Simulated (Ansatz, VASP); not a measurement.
**Hf: VASP beside Ansatz**

Contents of INCAR:

```
PREC = Accurate
ENCUT = 520
EDIFF = 1E-7
ISMEAR = -1
SIGMA = 0.08
LREAL = F
LASPH = T
NELM = 80
ALGO = Normal
ISIF = 2
LWAVE = F
LCHARG = T
GGA = PE
LELF = T
LVHAR = T
NBANDS = 11
```

The input KPOINTS:

```
Automatic mesh
0
Gamma
  17 17 17
```

POSCAR

```
Hf
1.0
   -1.5367438290      1.5367438290      1.5367438290
    1.5367438290     -1.5367438290      1.5367438290
    1.5367438290      1.5367438290     -1.5367438290
Hf
1
Direct
    0.0000000000      0.0000000000      0.0000000000
```

Input for Ansatz:

```yaml
crystal:
  lattice:
    - [-1.536743829, 1.536743829, 1.536743829]
    - [1.536743829, -1.536743829, 1.536743829]
    - [1.536743829, 1.536743829, -1.536743829]
  atoms:
    - { symbol: Hf, position: [0.0, 0.0, 0.0] }
kpoints:
  mp_grid: { grid: [17, 17, 17] }
scf:
  occupations: { method: fermi_dirac, width: 0.08 }
hamiltonian:
  xc: pbe
  pseudopotentials: { kind: all_electron, lapw: { basis_error: 0.001 } }
output:
  forces: true
  stress: true
  eigenvalues: true
  populations: true
```

Change from the starting cell: volume scaled by 0.65, LAPW.

Alike in both runs: task single point; functional PBE; k mesh 17 × 17 × 17; occupations fermi-dirac, width 0.08 eV; no spin polarisation.

|  | VASP | Ansatz |
| --- | --- | --- |
| version | VASP 6.6.1 | Ansatz 0.2.0 |
| potentials or method | VASP PAW PBE potentials, release 64 (Hf_pv), cutoff 520 eV | all-electron LAPW, scalar-relativistic |

```csv
,VASP,Ansatz,Ansatz less VASP
pressure (GPa),86.1,87.1,+0.92
```

Both programs put the cell under a high pressure, so it lies far from rest at this level. Ansatz ran all-electron here, and VASP with PAW potentials.

Neither program's run includes spin-orbit coupling. Noted on VASP's run: the cell as given lies far from equilibrium.
